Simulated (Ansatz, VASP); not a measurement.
## Be2ZnTe3 in VASP and in Ansatz

INCAR

```
ALGO = Normal
EDIFF = 1E-7
ENCUT = 520
GGA = PE
ISIF = 2
ISMEAR = 0
LASPH = True
LCHARG = False
LREAL = False
LWAVE = False
NBANDS = 46
NELM = 80
PREC = Accurate
SIGMA = 0.1
```

Contents of KPOINTS:

```
k-points
0
Gamma
  6 6 1
```

The input POSCAR:

```
Be2ZnTe3
1.0
    4.1098727705      0.0000000000      0.0000000000
   -2.0549363852      3.5592542256      0.0000000000
    0.0000000000      0.0000000000     20.4235883000
Be Zn Te
4 2 6
Direct
    0.6666666667      0.3333333333      0.1702870000
    0.6666666667      0.3333333333      0.8298830000
    0.3333333333      0.6666666667      0.3298830000
    0.3333333333      0.6666666667      0.6702870000
    0.6666666667      0.3333333333      0.5019910000
    0.3333333333      0.6666666667      0.0019910000
    0.6666666667      0.3333333333      0.2911430000
    0.6666666667      0.3333333333      0.6317960000
    0.6666666667      0.3333333333      0.9499010000
    0.3333333333      0.6666666667      0.1317960000
    0.3333333333      0.6666666667      0.4499010000
    0.3333333333      0.6666666667      0.7911430000
```

Input for Ansatz:

```yaml
crystal:
  lattice:
    - [4.1098727705, 0.0, 0.0]
    - [-2.0549363852, 3.5592542256, 0.0]
    - [0.0, 0.0, 20.4235883]
  atoms:
    - { symbol: Be, position: [0.6666666667, 0.3333333333, 0.170287] }
    - { symbol: Be, position: [0.6666666667, 0.3333333333, 0.829883] }
    - { symbol: Be, position: [0.3333333333, 0.6666666667, 0.329883] }
    - { symbol: Be, position: [0.3333333333, 0.6666666667, 0.670287] }
    - { symbol: Zn, position: [0.6666666667, 0.3333333333, 0.501991] }
    - { symbol: Zn, position: [0.3333333333, 0.6666666667, 0.001991] }
    - { symbol: Te, position: [0.6666666667, 0.3333333333, 0.291143] }
    - { symbol: Te, position: [0.6666666667, 0.3333333333, 0.631796] }
    - { symbol: Te, position: [0.6666666667, 0.3333333333, 0.949901] }
    - { symbol: Te, position: [0.3333333333, 0.6666666667, 0.131796] }
    - { symbol: Te, position: [0.3333333333, 0.6666666667, 0.449901] }
    - { symbol: Te, position: [0.3333333333, 0.6666666667, 0.791143] }
basis:
  ecutwfc: 420
kpoints:
  mp_grid: { grid: [6, 6, 1] }
hamiltonian:
  xc: pbe
scf:
  occupations: { method: gaussian, width: 0.1 }
  lower_state_search: "off"
output:
  forces: true
  stress: true
  eigenvalues: true
```

Alike in both runs: task single point; functional PBE; k mesh 6 × 6 × 1; occupations gaussian, width 0.1 eV; no spin polarisation.

|  | VASP | Ansatz |
| --- | --- | --- |
| version | VASP 6.6.1 | Ansatz 0.2.0 |
| potentials or method | VASP PAW PBE potentials, release 64 (Be, Zn, Te), cutoff 520 eV | scalar-relativistic, plane waves, PAW |
| valence electrons in the cell | 68 | 128 |

```csv
,VASP,Ansatz,Ansatz less VASP
gap on the k mesh at the Fermi level (eV),1.66,1.67,+0.009
least direct gap on the mesh (eV),2.09,2.09,+0.008
pressure (GPa),0.2,0.0,-0.11
```

With one functional, cell and mesh, what is left measures potentials, basis and numerics. VASP's potentials hold 68 valence electrons a cell and Ansatz's 128, so a difference there can come from the potentials and not from the codes.

Spin-orbit coupling is off throughout.
